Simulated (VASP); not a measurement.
# Mg2ZnO3 in VASP: a series of runs, part 2 of 2

VASP 6.6.1. The steps go on from the part before.

### Step 4. Single point, PBEsol (9.83 Å³/atom, dynamics (nve) at 200 K, volume x 1.0, from the last frame before)

The input, INCAR:

```
ALGO = Normal
EDIFF = 1E-6
ENCUT = 520
GGA = PS
GGA_COMPAT = F
ISIF = 2
ISMEAR = -1
ISYM = -1
LASPH = T
LCHARG = F
LREAL = Auto
LWAVE = F
NBANDS = 66
NELM = 120
PREC = Accurate
SIGMA = 0.02
```

The input, KPOINTS:

```
explicit points
4
Reciprocal
  0.25000000   0.25000000   0.25000000 2
  0.25000000   0.25000000   0.75000000 2
  0.25000000   0.75000000   0.25000000 2
  0.25000000   0.75000000   0.75000000 2
```

The input, POSCAR:

```
Mg2ZnO3
1.0
    4.5494978865     -2.6266538294      0.0000000000
    0.0000000000      5.2533076588      0.0000000000
    0.0000000000      0.0000000000      7.4033160000
Mg Zn O
6 3 9
Direct
    0.0083112469      0.3304464313      0.6681742344
    0.6676332368      0.6617206956      0.6706729795
    0.3272323753      1.0001931189      0.6633505851
    0.3051141103      0.3166649003      0.3257164762
    0.0126959065      0.6707973301      0.3313413881
    0.6672450621      0.9947817903      0.3335793042
   -0.0093194900     -0.0121514060      0.0002979746
    0.6671747247      0.3365158031      0.0047836672
    0.3473609702      0.6900022344     -0.0045060889
   -0.0040083544      0.3355305942      0.1676105680
    0.6588942505      0.6553610277      0.1784284232
    0.3236981392      0.9913148620      0.1616216301
    0.3316878121      0.3246067378      0.8361307284
    0.0148959295      0.6734851031      0.8347743092
    0.6666819231      1.0050265412      0.8294974846
    0.0061892544      0.0046026295      0.4940264606
    0.6700669120      0.3313951768      0.5030413399
    0.3284560269      0.6585487669      0.5034022592
```

Potentials or basis: VASP PAW PBE potentials, release 64 (Mg, Zn, O).

Launch:

```console
> cat potpaw_PBE.64/Mg/POTCAR potpaw_PBE.64/Zn/POTCAR potpaw_PBE.64/O/POTCAR > POTCAR
> mpirun -np 1 vasp_std > vasp.out
```

OUTCAR:

```text
EDIFF = 1E-6
   ENCUT = 520
   GGA = PS
   ISIF = 2
   ISMEAR = -1
   ISYM = -1
   LASPH = T
   LREAL = Auto
   NELM = 120
   PREC = Accurate

 ion  position               nearest neighbor table
   1  0.008  0.330  0.668-  18 2.09  13 2.12  15 2.12  16 2.14  17 2.16  14 2.17   3 2.95   4 3.00
                             2 3.00   7 3.02   9 3.04   2 3.04   3 3.05   6 3.05   2 3.06   5 3.06
   2  0.668  0.662  0.671-  17 2.14  13 2.15  15 2.16  18 2.16  14 2.17  16 2.22   7 2.98   9 2.98
                             1 3.00   3 3.00   8 3.01   3 3.01   1 3.04   6 3.05   1 3.06   5 3.08
   3  0.327  0.000  0.663-  14 2.11  16 2.11  13 2.12  17 2.13  18 2.15  15 2.16   1 2.95   9 2.98
                             5 2.98   2 3.00   2 3.01   6 3.03   4 3.04   7 3.04   1 3.05   2 3.09
   4  0.305  0.317  0.326-  16 2.03  10 2.04  11 2.12  12 2.14  18 2.18  17 2.29   6 2.90   5 2.94
                             7 2.94   5 2.95   1 3.00   8 3.01   3 3.04   9 3.07   6 3.09   6 3.11
   5  0.013  0.671  0.331-  12 2.08  10 2.10  18 2.12  16 2.14  11 2.14  17 2.20   4 2.94   4 2.95
                             6 2.98   3 2.98   7 3.00   8 3.01   9 3.02   6 3.05   1 3.06   6 3.08
   6  0.667  0.995  0.334-  11 2.10  16 2.12  10 2.15  17 2.16  18 2.17  12 2.20   4 2.90   5 2.98
                             9 2.99   7 3.01   8 3.02   3 3.03   5 3.05   2 3.05   1 3.05   5 3.08
   7  0.991  0.988  0.000-  14 2.11  12 2.11  13 2.16  15 2.16  11 2.19  10 2.20   9 2.93   4 2.94
                             8 2.96   2 2.98   9 2.98   5 3.00   6 3.01   1 3.02   3 3.04
   8  0.667  0.337  0.005-  10 2.11  11 2.13  13 2.14  12 2.15  15 2.17  14 2.20   9 2.94   7 2.96
                             2 3.01   5 3.01   4 3.01   6 3.02   1 3.08   3 3.09
   9  0.347  0.690  0.995-  12 2.06  15 2.07  14 2.08  11 2.20  13 2.22  10 2.25   7 2.93   8 2.94
                             3 2.98   2 2.98   7 2.98   6 2.99   5 3.02   1 3.04   4 3.07
  10  0.996  0.336  0.168-   4 2.04   5 2.10   8 2.11   6 2.15   7 2.20   9 2.25
  11  0.659  0.655  0.178-   6 2.10   4 2.12   8 2.13   5 2.14   7 2.19   9 2.20
  12  0.324  0.991  0.162-   9 2.06   5 2.08   7 2.11   4 2.14   8 2.15   6 2.20
  13  0.332  0.325  0.836-   1 2.12   3 2.12   8 2.14   2 2.15   7 2.16   9 2.22
  14  0.015  0.673  0.835-   9 2.08   3 2.11   7 2.11   2 2.17   1 2.17   8 2.20
  15  0.667  0.005  0.829-   9 2.07   1 2.12   2 2.16   3 2.16   7 2.16   8 2.17
  16  0.006  0.005  0.494-   4 2.03   3 2.11   6 2.12   1 2.14   5 2.14   2 2.22
  17  0.670  0.331  0.503-   3 2.13   2 2.14   1 2.16   6 2.16   5 2.20   4 2.29
  18  0.328  0.659  0.503-   1 2.09   5 2.12   3 2.15   2 2.16   6 2.17   4 2.18
[... 127 lines left out ...]
   NGX = 19   NGY = 19   NGZ = 27

 number of electron     102.0000006 magnetization

 Free energy of the ion-electron system (eV)
  ---------------------------------------------------
  ext. energy  EPLUGINS =         0.00000000
  ---------------------------------------------------
  free energy    TOTEN  =      -103.16273653 eV

  energy without entropy =     -103.16273653  energy(sigma->0) =     -103.16273653

 E-fermi :   3.0259     XC(G=0): -11.5496

 val. band max:        2.5444770350   @ k =   0.2500   0.2500   0.2500
 cond. band min:       6.9203774603   @ k =   0.2500   0.7500   0.7500
 fundamental gap:      4.3759004252
 Fermi energy:         3.0258892589

 k-point     1 :       0.2500    0.2500    0.2500
  band No.  band energies     occupation
      1     -14.3677      2.00000
      2     -13.9706      2.00000
      3     -13.9165      2.00000
      4     -13.8330      2.00000
      5     -13.6598      2.00000
      6     -13.5765      2.00000
[... 253 lines left out ...]
     62      12.9598      0.00000
     63      13.2700      0.00000
 [bands above 63 left out]

------------------------ aborting loop because EDIFF is reached ----------------------------------------

  FORCE on cell =-STRESS in cart. coord.  units (eV):
  Direction    XX          YY          ZZ          XY          YZ          ZX
  --------------------------------------------------------------------------------------
  -------------------------------------------------------------------------------------
  Total       -4.9816548     -5.3922962     -5.8247649      0.0937339     -0.1324262     -0.3494777
  in kB      -45.1088360    -48.8271901    -52.7431904      0.8487599     -1.1991176     -3.1645171
  external PRESSURE =     -48.8930722 kB  Pullay stress =       0.0000000 kB

 VOLUME and BASIS-vectors are now :
 -----------------------------------------------------------------------------
  energy-cutoff  :      520.00
  volume of cell :      176.94
      direct lattice vectors                 reciprocal lattice vectors
     4.549497887 -2.626653829  0.000000000     0.219804476  0.000000000  0.000000000
     0.000000000  5.253307659  0.000000000     0.109902238  0.190356260  0.000000000
     0.000000000  0.000000000  7.403316000     0.000000000  0.000000000  0.135074607

 POSITION                                       TOTAL-FORCE (eV/Angst)
 -----------------------------------------------------------------------------------
      0.03781      1.71411      4.94671        -0.327047      0.338282      0.043828
      3.03740      1.72258      4.96520        -0.105946     -0.115925     -0.348677
      1.48874     -0.85851      4.91099         0.496217     -0.145984      0.090310
      1.38812      0.86211      2.41138         1.175287      0.172962      0.206758
      0.05776      3.49056      2.45302        -0.780700     -0.200090      0.236885
      3.03563      3.47327      2.46959        -0.172348      0.196399      0.192522
[... 10 lines left out ...]
      3.04847     -0.01911      3.72417        -0.109745     -0.050466     -0.072365
      1.49431      2.59682      3.72685         0.226064      0.214197     -0.192512
 -----------------------------------------------------------------------------------
    total drift:                               -0.002593      0.004173     -0.001785

  FREE ENERGIE OF THE ION-ELECTRON SYSTEM (eV)
  ---------------------------------------------------
  free  energy   TOTEN  =      -103.1627365343 eV

  energy  without entropy=     -103.1627365343  energy(sigma->0) =     -103.16273653
```

OSZICAR:

```text
N       E                     dE             d eps       ncg     rms          rms(c)
DAV:   1     0.112410520198E+04    0.11241E+04   -0.46879E+04   528   0.181E+03
DAV:   2     0.771895959657E+02   -0.10469E+04   -0.98174E+03   560   0.471E+02
DAV:   3    -0.106077179133E+03   -0.18327E+03   -0.17982E+03   568   0.193E+02
DAV:   4    -0.115914632412E+03   -0.98375E+01   -0.97512E+01   656   0.485E+01
DAV:   5    -0.116063957367E+03   -0.14932E+00   -0.14896E+00   624   0.651E+00    0.221E+01
DAV:   6    -0.102639989404E+03    0.13424E+02   -0.42729E+01   806   0.736E+01    0.118E+01
DAV:   7    -0.103417542049E+03   -0.77755E+00   -0.11735E+01   608   0.148E+01    0.840E+00
DAV:   8    -0.103455797419E+03   -0.38255E-01   -0.34694E+00   832   0.166E+01    0.339E+00
DAV:   9    -0.103177448355E+03    0.27835E+00   -0.80273E-01   848   0.131E+01    0.139E+00
DAV:  10    -0.103161220811E+03    0.16228E-01   -0.32281E-01   728   0.291E+00    0.225E-01
DAV:  11    -0.103163295935E+03   -0.20751E-02   -0.22477E-02   704   0.880E-01    0.212E-01
DAV:  12    -0.103162790790E+03    0.50515E-03   -0.21890E-03   776   0.437E-01    0.881E-02
DAV:  13    -0.103162736966E+03    0.53823E-04   -0.12393E-03   792   0.288E-01    0.301E-02
DAV:  14    -0.103162742827E+03   -0.58608E-05   -0.17456E-04   608   0.735E-02    0.187E-02
DAV:  15    -0.103162738105E+03    0.47214E-05   -0.15443E-05   712   0.292E-02    0.107E-02
DAV:  16    -0.103162736615E+03    0.14907E-05   -0.10186E-05   800   0.309E-02    0.294E-03
DAV:  17    -0.103162736534E+03    0.80481E-07   -0.95365E-07   384   0.151E-02
   1 F= -.10316274E+03 E0= -.10316274E+03  d E =-.290001E-10
```

Run time: 64 s. Hardware: 1 thread of Intel Xeon 6975P-C (Granite Rapids), shared host; peak memory 0.29 GiB.

What came out:

* Free energy: -103.1627 eV
* Pressure: -4.9 GPa
* Largest force: 1.206 eV/Å
* Band gap on the k mesh: 4.38 eV

Forces on the atoms (eV/Å):
```
Mg  -0.327  0.338  0.044
Mg  -0.106 -0.116 -0.349
Mg   0.496 -0.146  0.090
Mg   1.175  0.173  0.207
Mg  -0.781 -0.200  0.237
Mg  -0.172  0.196  0.193
Zn   0.153  0.338 -0.077
Zn   0.038  0.018 -0.149
Zn  -0.303 -0.681  0.100
O   -0.202 -0.290  0.176
O    0.104  0.318 -0.285
O    0.255  0.142  0.844
O    0.201  0.337 -0.407
O   -0.639  0.089 -0.544
O    0.294 -0.401 -0.214
O   -0.304 -0.279  0.399
O   -0.110 -0.050 -0.072
O    0.226  0.214 -0.193
```

Levels at points of the mesh, in eV from the valence-band top:
```csv
k point,band 48,band 49,band 50,band 51,band 52,band 53,band 54,band 55
"(0.25, 0.25, 0.25)",-0.19,-0.06,-0.01,0.00,5.31,6.29,6.50,7.30
```

Caveat: the cell differs from its parent crystal (dynamics (nve) at 200 K, volume x 1.0, from the last frame before); the cell stands under tension; the atoms stand as in a frame of molecular dynamics; the PAW data sets were made with another functional, which shifts forces and pressure a little; a shifted mesh leaves out Γ, where band edges can lie. A k mesh can miss the band edges.

### Step 5. Single point, PBEsol

The input, INCAR:

```
PREC = Accurate ; ENCUT = 700
EDIFF = 1E-6 ; ISMEAR = 0
SIGMA = 0.1 ; LREAL = Auto
LASPH = True ; NELM = 120
ALGO = Normal ; ISIF = 2
LWAVE = False ; LCHARG = False
GGA = PS ; ISYM = -1
NBANDS = 66 ; GGA_COMPAT = False
```

KPOINTS is that of step 4.

The input, POSCAR:

```
Mg2ZnO3
1.0
    4.5494978865     -2.6266538294      0.0000000000
    0.0000000000      5.2533076588      0.0000000000
    0.0000000000      0.0000000000      7.4033160000
Mg Zn O
6 3 9
Direct
    0.0000000000      0.3333333333      0.6658000000
    0.6666666667      0.6666666667      0.6658000000
    0.3333333333      1.0000000000      0.6658000000
    0.3333333333      0.3333333333      0.3342000000
    0.0000000000      0.6666666667      0.3342000000
    0.6666666667      1.0000000000      0.3342000000
    0.0000000000      0.0000000000      0.0000000000
    0.6666666667      0.3333333333      0.0000000000
    0.3333333333      0.6666666667      0.0000000000
    0.0000000000      0.3333333333      0.1726190000
    0.6666666667      0.6666666667      0.1726190000
    0.3333333333      1.0000000000      0.1726190000
    0.3333333333      0.3333333333      0.8273810000
    0.0000000000      0.6666666667      0.8273810000
    0.6666666667      1.0000000000      0.8273810000
    0.0000000000      0.0000000000      0.5000000000
    0.6666666667      0.3333333333      0.5000000000
    0.3333333333      0.6666666667      0.5000000000
```

Launch:

```console
> cat potpaw_PBE.64/Mg/POTCAR potpaw_PBE.64/Zn/POTCAR potpaw_PBE.64/O/POTCAR > POTCAR
> mpirun -np 1 vasp_std > vasp.out
```

Wall time 99 s (1 thread of Intel Xeon 6975P-C (Granite Rapids), shared host); peak memory 0.39 GiB.

The run converged. Its results:

```yaml
Free_energy: -103.5277 eV
Pressure: -6.1 GPa
Largest_force: 0.107 eV/Å
Band_gap_on_the_k_mesh: 4.36 eV
```

Forces in eV/Å, atoms in the order of the input:
```
Mg  -0.001  0.000  0.011
Mg  -0.001  0.000  0.011
Mg  -0.001  0.000  0.011
Mg   0.001  0.000 -0.011
Mg   0.001  0.000 -0.011
Mg   0.001  0.000 -0.011
Zn   0.000  0.000  0.000
Zn   0.000  0.000  0.000
Zn   0.000  0.000  0.000
O   -0.003 -0.002 -0.107
O   -0.003 -0.002 -0.107
O   -0.003 -0.002 -0.107
O    0.003  0.002  0.107
O    0.003  0.002  0.107
O    0.003  0.002  0.107
O    0.000  0.000  0.000
O    0.000  0.000  0.000
O    0.000  0.000  0.000
```

Stress tensor (GPa, compression positive):
```
-6.09  0.06 -0.01
 0.06 -6.15  0.00
-0.01  0.00 -6.08
```

Levels at points of the mesh, in eV from the valence-band top:
| k point | band 48 | band 49 | band 50 | band 51 | band 52 | band 53 | band 54 | band 55 |
| --- | --- | --- | --- | --- | --- | --- | --- | --- |
| (0.25, 0.25, 0.25) | -0.09 | -0.05 | -0.05 | -0.05 | 5.26 | 6.24 | 6.24 | 7.48 |

Caveat: the cell stands under tension; the PAW data sets were made with another functional, which shifts forces and pressure a little; a shifted mesh leaves out Γ, where band edges can lie. A k mesh can miss the band edges.

### Step 6. Molecular dynamics, PBEsol (9.83 Å³/atom, dynamics (nve) at 200 K, volume x 1.0, from the last frame before)

The input, INCAR:

```
SYSTEM = Mg2ZnO3
PREC = Normal
ENCUT = 440
EDIFF = 1E-5
ISMEAR = -1
SIGMA = 0.02
LREAL = Auto
LASPH = .TRUE.
NELM = 120
ALGO = Normal
ISIF = 2
LWAVE = .FALSE.
LCHARG = .FALSE.
GGA = PS
IBRION = 0
NSW = 40
POTIM = 1.0
TEBEG = 200.0
TEEND = 200.0
ISYM = -1
NELMIN = 4
RANDOM_SEED = 8431 0 0
MDALGO = 1
ANDERSEN_PROB = 0.0
GGA_COMPAT = .FALSE.
MAXMIX = 40
```

KPOINTS is that of step 5.

POSCAR is that of step 5.

Potentials or basis: VASP PAW PBE potentials, release 64 (Mg, Zn, O).

Launch:

```console
> cat potpaw_PBE.64/Mg/POTCAR potpaw_PBE.64/Zn/POTCAR potpaw_PBE.64/O/POTCAR > POTCAR
> mpirun -np 1 vasp_std > vasp.out
```

Run time: 5.5 min. Hardware: 1 thread of Intel Xeon 6975P-C (Granite Rapids), shared host; peak memory 0.23 GiB.

Caveat: the cell differs from its parent crystal (dynamics (nve) at 200 K, volume x 1.0, from the last frame before); the cutoff is under 1.25 times the usual one of these potentials, so pressure, stress and relaxed cells hold a basis-set (Pulay) error; the PAW data sets were made with another functional, which shifts forces and pressure a little.

### Step 7. Summary

| task | cell | cutoff (eV) | smearing | gap on the mesh (eV) | pressure (GPa) | largest force (eV/Å) |
| --- | --- | --- | --- | --- | --- | --- |
| single point | as given, atomic positions A | 520 | fermi-dirac 0.02 eV | 4.26 | -5.0 | 1.49 |
| single point | as given, atomic positions B | 520 | fermi-dirac 0.02 eV | 4.37 | -5.4 | 0.75 |
| single point | as given, atomic positions C | 520 | fermi-dirac 0.02 eV | 4.38 | -4.9 | 1.21 |
| single point | as given, atomic positions D | 700 | gaussian 0.1 eV | 4.36 | -6.1 | 0.11 |
| molecular dynamics | as given, atomic positions D | 440 | fermi-dirac 0.02 eV | - | - | - |

Alike in all rows: level PBEsol; potentials or basis VASP PAW PBE potentials, release 64 (Mg, Zn, O); no spin polarisation; k mesh 2 × 2 × 2, shifted.

Caveats: the PAW data sets were made with another functional, which shifts forces and pressure a little; the cell stands under tension (at least some runs); a shifted mesh leaves out Γ, where band edges can lie (at least some runs); the atoms stand as in a frame of molecular dynamics (at least some runs); the cutoff is under 1.25 times the usual one of these potentials, so pressure, stress and relaxed cells hold a basis-set (Pulay) error (at least some runs).

Total energies depend on the potentials used, so only differences within one code and one set of settings carry meaning.
